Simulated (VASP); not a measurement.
# BaY (P4/mmm) in VASP: a series of runs

BaY is run at these levels: PBE; tasks: single point.

Program: VASP 6.6.1. These are calculated values, not measurements. Logs are shortened: lines on timing, memory, paths and dates and some standing lists are left out, and cuts for length are marked.

## Step 1: The cell of the first run

Symmetry: P4/mmm, No. 123, tetragonal system. Conventional cell: a = 4.198 Å, b = 4.198 Å, c = 4.415 Å, α = 90.00°, β = 90.00°, γ = 90.00°. Ba (site symmetry 4/mmm) has 8 Y at 3.70 Å and 6 Ba at 4.20 to 4.41 Å within 4.9 Å. Within 4.9 Å of Y (site symmetry 4/mmm) lie 8 Ba at 3.70 Å and 6 Y at 4.20 to 4.41 Å.

## Step 2: Single point, PBE (volume scaled by 0.96)

INCAR

```
ALGO = Fast ; EDIFF = 1E-6
ENCUT = 520 ; GGA = PE
ISIF = 2 ; ISMEAR = -1
LASPH = T ; LCHARG = F
LREAL = F ; LWAVE = F
NBANDS = 18 ; NELM = 60
PREC = Accurate ; SIGMA = 0.05
```

KPOINTS

```
k-points
0
Gamma
  6 6 6
```

POSCAR

```
BaY
1.0
    4.1981734277      0.0000000000      0.0000000000
    0.0000000000      4.1981734277      0.0000000000
    0.0000000000      0.0000000000      4.4149365509
Ba Y
1 1
Direct
    0.0000000000      0.0000000000      0.0000000000
    0.5000000000      0.5000000000      0.5000000000
```

Potentials or basis: VASP PAW PBE potentials, release 64 (Ba_sv, Y_sv).

On the command line:

```console
$ cat potpaw_PBE.64/Ba_sv/POTCAR potpaw_PBE.64/Y_sv/POTCAR > POTCAR
$ mpirun -np 1 vasp_std > vasp.out
```

OUTCAR:

```text
EDIFF = 1E-6
   ENCUT = 520
   GGA = PE
   ISIF = 2
   ISMEAR = -1
   LASPH = T
   LREAL = F
   NELM = 60
   PREC = Accurate

 ion  position               nearest neighbor table
   1  0.000  0.000  0.000-   2 3.70   2 3.70   2 3.70   2 3.70   2 3.70   2 3.70   2 3.70   2 3.70

   2  0.500  0.500  0.500-   1 3.70   1 3.70   1 3.70   1 3.70   1 3.70   1 3.70   1 3.70   1 3.70

  LATTYP: Found a simple tetragonal cell.
 ALAT       =     4.1981734277
 C/A-ratio  =     1.0516327224

  Lattice vectors:

 A1 = (   4.1981734277,   0.0000000000,   0.0000000000)
 A2 = (   0.0000000000,   4.1981734277,   0.0000000000)
 A3 = (   0.0000000000,   0.0000000000,   4.4149365509)

Analysis of symmetry for initial positions (statically):
=====================================================================
 Subroutine PRICEL returns:
 Original cell was already a primitive cell.

 Routine SETGRP: Setting up the symmetry group for a
 simple tetragonal supercell.

 Subroutine GETGRP returns: Found 16 space group operations
 (whereof 16 operations were pure point group operations)
 out of a pool of 16 trial point group operations.

The static configuration has the point symmetry D_4h.

Analysis of symmetry for dynamics (positions and initial velocities):
=====================================================================
 Subroutine PRICEL returns:
 Original cell was already a primitive cell.

 Routine SETGRP: Setting up the symmetry group for a
 simple tetragonal supercell.

 Subroutine GETGRP returns: Found 16 space group operations
 (whereof 16 operations were pure point group operations)
 out of a pool of 16 trial point group operations.

The dynamic configuration has the point symmetry D_4h.

 Subroutine INISYM returns: Found 16 space group operations
 (whereof 16 operations are pure point group operations),
 and found     1 'primitive' translations

----------------------------------------------------------------------------------------

                                     Primitive cell

  volume of cell :      77.8118

  direct lattice vectors                    reciprocal lattice vectors
     4.198173428  0.000000000  0.000000000     0.238198830  0.000000000  0.000000000
     0.000000000  4.198173428  0.000000000     0.000000000  0.238198830  0.000000000
     0.000000000  0.000000000  4.414936551     0.000000000  0.000000000  0.226503821

  length of vectors
     4.198173428  4.198173428  4.414936551     0.238198830  0.238198830  0.226503821

  position of ions in fractional coordinates (direct lattice)
     0.000000000  0.000000000  0.000000000
     0.500000000  0.500000000  0.500000000

  ion indices of the primitive-cell ions
   primitive index   ion index
                 1           1
                 2           2

----------------------------------------------------------------------------------------

 KPOINTS: k-points

Automatic generation of k-mesh.
 Grid dimensions read from file:
 generate k-points for:    6    6    6

 Generating k-lattice:

  Cartesian coordinates                     Fractional coordinates (reciprocal lattice)
     0.039699805  0.000000000  0.000000000     0.166666667  0.000000000  0.000000000
     0.000000000  0.039699805  0.000000000     0.000000000  0.166666667  0.000000000
     0.000000000  0.000000000  0.037750637     0.000000000  0.000000000  0.166666667

  Length of vectors
     0.039699805  0.039699805  0.037750637

  Shift w.r.t. Gamma in fractional coordinates (k-lattice)
     0.000000000  0.000000000  0.000000000

 Subroutine IBZKPT returns following result:
 ===========================================

 Found     40 irreducible k-points:

 Following reciprocal coordinates:
            Coordinates               Weight
  0.000000  0.000000  0.000000      1.000000
  0.166667  0.000000  0.000000      4.000000
  0.333333  0.000000  0.000000      4.000000
  0.500000  0.000000  0.000000      2.000000
  0.166667  0.166667  0.000000      4.000000
  0.333333  0.166667  0.000000      8.000000
[... 16 lines left out ...]
  0.333333  0.000000  0.333333      8.000000
  0.500000  0.000000  0.333333      4.000000
 [... further k-points ...]
   k-points           NKPTS =     40   k-points in BZ     NKDIM =     40   number of bands    NBANDS=     18
   number of dos      NEDOS =    301   number of ions     NIONS =      2
   total plane-waves  NPLWV =  36864
   dimension x,y,z NGX =    32 NGY =   32 NGZ =   36
   dimension x,y,z NGXF=    64 NGYF=   64 NGZF=   72
   ions per type =               1   1
   NGX,Y,Z   is equivalent  to a cutoff of  12.67, 12.67, 13.56 a.u.
   NGXF,Y,Z  is equivalent  to a cutoff of  25.34, 25.34, 27.11 a.u.
 SYSTEM =  unknown system
   PREC   = accura    normal or accurate (medium, high low for compatibility)
   ISTART =      0    job   : 0-new  1-cont  2-samecut
   ICHARG =      2    charge: 1-file 2-atom 10-const
   ISPIN  =      1    spin polarized calculation?
   LNONCOLLINEAR =      F non collinear calculations
   LSORBIT =      F    spin-orbit coupling
   LASPH  =      T    aspherical Exc in radial PAW
   ENCUT  =  520.0 eV  38.22 Ry    6.18 a.u.   7.81  7.81  8.21*2*pi/ulx,y,z
   NELM   =     60;   NELMIN=  2; NELMDL= -5     # of ELM steps
   EDIFF  = 0.1E-05   stopping-criterion for ELM
   LREAL  =      F    real-space projection
   EDIFFG = 0.1E-04   stopping-criterion for IOM
   NSW    =      0    number of steps for IOM
   IBRION =     -1    ionic relax: 0-MD 1-quasi-New 2-CG
   NFREE  =      0    steps in history (QN), initial steepest desc. (CG)
   ISIF   =      2    stress and relaxation
   ISYM   =      2    0-nonsym 1-usesym 2-fastsym
   POTIM  = 0.5000    time-step for ionic-motion
   TEBEG  =    0.0;   TEEND  =   0.0 temperature during run
   PSTRESS=    0.0 pullay stress
   NELECT =      21.0000    total number of electrons
   NUPDOWN=      -1.0000    fix difference up-down
   EMIN   =  10.00;   EMAX   =-10.00  energy-range for DOS
   EFERMI =   0.00;   METHOD = LEGACY
   ISMEAR =    -1;   SIGMA  =   0.05  broadening in eV -4-tet -1-fermi 0-gaus
   EFERMI_NEDOS =   21; number of points for ismear=-14 and -15
   IALGO  =     68    algorithm
   IMIX   =      4    mixing-type and parameters
     AMIX     =   0.40;   BMIX     =  1.00
     AMIX_MAG =   1.60;   BMIX_MAG =  1.00
  volume/ion in A,a.u.               =      38.91       262.55
  Fermi-wavevector in a.u.,A,eV,Ry     =   1.057953  1.999240 15.228506  1.119264
  Thomas-Fermi vector in A             =   2.193244
   LORBIT       =      0    0 simple, 1 ext, 2 COOP (PROOUT), +10 PAW based schemes
   GGA     = PE    functional components
   LHFCALC =     F    Hartree Fock is set to
   AEXX    =    0.0000 exact exchange contribution
   IVDW    =     0    specifies the selected vdW correction
   LEPSILON=     F    determine dielectric tensor
   LRPA    =     F    only Hartree local field effects (RPA)
 non-spin polarized calculation
 RMM-DIIS sequential band-by-band and
  energy-cutoff  :      520.00
  volume of cell :       77.81
 maximum number of plane-waves:      2136
 NGX is ok and might be reduce to    32
   NGX = 15   NGY = 15   NGZ = 17

 number of electron      21.0000000 magnetization

 Free energy of the ion-electron system (eV)
  ---------------------------------------------------
  ext. energy  EPLUGINS =         0.00000000
  ---------------------------------------------------
  free energy    TOTEN  =        -7.60917982 eV

  energy without entropy =       -7.58270764  energy(sigma->0) =       -7.59594373

 E-fermi :   2.9218     XC(G=0):  -8.9592

 val. band max:        2.8885878550   @ k =   0.5000   0.3333   0.3333
 cond. band min:       2.9488191261   @ k =   0.5000   0.5000   0.1667
 fundamental gap:      0.0602312711
 Fermi energy:         2.9218391266

 k-point     1 :       0.0000    0.0000    0.0000
  band No.  band energies     occupation
      1     -40.4653      2.00000
      2     -24.8667      2.00000
      3     -20.4374      2.00000
      4     -20.3941      2.00000
      5     -20.3941      2.00000
      6     -10.0373      2.00000
[... 10 lines left out ...]
     17       8.2712      0.00000
     18       8.9816      0.00000

 k-point     2 :       0.1667    0.0000    0.0000
  band No.  band energies     occupation
      1     -40.4647      2.00000
      2     -24.8598      2.00000
      3     -20.4355      2.00000
      4     -20.4064      2.00000
      5     -20.3924      2.00000
      6     -10.0960      2.00000
[... 10 lines left out ...]
     17       6.8883      0.00000
     18       7.2456      0.00000

 k-point     3 :       0.3333    0.0000    0.0000
  band No.  band energies     occupation
      1     -40.4634      2.00000
      2     -24.8461      2.00000
      3     -20.4317      2.00000
      4     -20.4306      2.00000
      5     -20.3890      2.00000
      6     -10.3661      2.00000
[... 10 lines left out ...]
     17       5.9694      0.00000
     18       6.5399      0.00000

 k-point     4 :       0.5000    0.0000    0.0000
  band No.  band energies     occupation
      1     -40.4627      2.00000
      2     -24.8393      2.00000
      3     -20.4426      2.00000
      4     -20.4298      2.00000
      5     -20.3872      2.00000
      6     -10.4929      2.00000
[... 10 lines left out ...]
     17       5.4346      0.00000
     18       7.4063      0.00000

 k-point     5 :       0.1667    0.1667    0.0000
  band No.  band energies     occupation
      1     -40.4640      2.00000
      2     -24.8524      2.00000
      3     -20.4337      2.00000
      4     -20.4084      2.00000
      5     -20.4028      2.00000
      6     -10.1019      2.00000
[... 10 lines left out ...]
     17       6.5204      0.00000
     18       6.5684      0.00000

 k-point     6 :       0.3333    0.1667    0.0000
  band No.  band energies     occupation
      1     -40.4627      2.00000
      2     -24.8375      2.00000
      3     -20.4321      2.00000
      4     -20.4301      2.00000
      5     -20.4038      2.00000
      6     -10.3413      2.00000
[... 10 lines left out ...]
     17       6.1987      0.00000
     18       6.9493      0.00000

 k-point     7 :       0.5000    0.1667    0.0000
  band No.  band energies     occupation
      1     -40.4621      2.00000
      2     -24.8301      2.00000
      3     -20.4447      2.00000
      4     -20.4283      2.00000
      5     -20.4034      2.00000
      6     -10.4616      2.00000
[... 10 lines left out ...]
     17       6.5301      0.00000
     18       6.5754      0.00000

 k-point     8 :       0.3333    0.3333    0.0000
  band No.  band energies     occupation
      1     -40.4614      2.00000
      2     -24.8202      2.00000
      3     -20.4371      2.00000
      4     -20.4313      2.00000
      5     -20.4269      2.00000
      6     -10.3061      2.00000
[... 10 lines left out ...]
     17       6.8448      0.00000
     18       7.3586      0.00000
[... 229 lines left out ...]
     17       6.9626      0.00000
     18       8.7363      0.00000

 k-point    20 :       0.5000    0.5000    0.1667
  band No.  band energies     occupation
      1     -40.4599      2.00000
      2     -24.7977      2.00000
      3     -20.4496      2.00000
      4     -20.4496      2.00000
      5     -20.4327      2.00000
      6     -10.3674      2.00000
[... 10 lines left out ...]
     17       7.8356      0.00000
     18       9.3469      0.00000

 k-point    21 :       0.0000    0.0000    0.3333
  band No.  band energies     occupation
      1     -40.4644      2.00000
      2     -24.8576      2.00000
      3     -20.4533      2.00000
      4     -20.3908      2.00000
      5     -20.3908      2.00000
      6     -10.3307      2.00000
[... 10 lines left out ...]
     17       6.0739      0.00000
     18       6.0739      0.00000

 k-point    22 :       0.1667    0.0000    0.3333
  band No.  band energies     occupation
      1     -40.4637      2.00000
      2     -24.8488      2.00000
      3     -20.4550      2.00000
      4     -20.4059      2.00000
      5     -20.3893      2.00000
      6     -10.3059      2.00000
[... 10 lines left out ...]
     17       6.5478      0.00000
     18       6.7304      0.00000

 k-point    23 :       0.3333    0.0000    0.3333
  band No.  band energies     occupation
      1     -40.4624      2.00000
      2     -24.8311      2.00000
      3     -20.4582      2.00000
      4     -20.4360      2.00000
      5     -20.3863      2.00000
      6     -10.3106      2.00000
[... 10 lines left out ...]
     17       6.7205      0.00000
     18       7.5420      0.00000

 k-point    24 :       0.5000    0.0000    0.3333
  band No.  band energies     occupation
      1     -40.4618      2.00000
      2     -24.8223      2.00000
      3     -20.4593      2.00000
      4     -20.4516      2.00000
      5     -20.3848      2.00000
      6     -10.4160      2.00000
[... 10 lines left out ...]
     17       6.4514      0.00000
     18       8.9959      0.00000

 [... further k-points ...]
[... 5 lines left out ...]
  --------------------------------------------------------------------------------------
  -------------------------------------------------------------------------------------
  Total        1.2748620      1.2748620      1.0766592      0.0000000      0.0000000      0.0000000
  in kB       26.2499527     26.2499527     22.1688725      0.0000000      0.0000000      0.0000000
  external PRESSURE =      24.8895926 kB  Pullay stress =       0.0000000 kB

 VOLUME and BASIS-vectors are now :
 -----------------------------------------------------------------------------
  energy-cutoff  :      520.00
  volume of cell :       77.81
      direct lattice vectors                 reciprocal lattice vectors
     4.198173428  0.000000000  0.000000000     0.238198830  0.000000000  0.000000000
     0.000000000  4.198173428  0.000000000     0.000000000  0.238198830  0.000000000
     0.000000000  0.000000000  4.414936551     0.000000000  0.000000000  0.226503821

 POSITION                                       TOTAL-FORCE (eV/Angst)
 -----------------------------------------------------------------------------------
      0.00000      0.00000      0.00000         0.000000      0.000000      0.000000
      2.09909      2.09909      2.20747         0.000000      0.000000      0.000000
 -----------------------------------------------------------------------------------
    total drift:                                0.000000      0.000000     -0.000000

  FREE ENERGIE OF THE ION-ELECTRON SYSTEM (eV)
  ---------------------------------------------------
  free  energy   TOTEN  =        -7.6091798233 eV

  energy  without entropy=       -7.5827076399  energy(sigma->0) =       -7.59594373
```

Run time: 1.9 min. Hardware: 1 thread of Intel Xeon 6975P-C, shared host; peak memory 0.24 GiB.

Results:

* Free energy: -7.6092 eV
* Pressure: 2.5 GPa

Stress tensor (GPa, compression positive):
```
2.62 0.00 0.00
0.00 2.62 0.00
0.00 0.00 2.22
```

Caveat: spin-orbit coupling is left out, which moves the levels of the heavy elements.

(Part 1 of 2 ends here.)
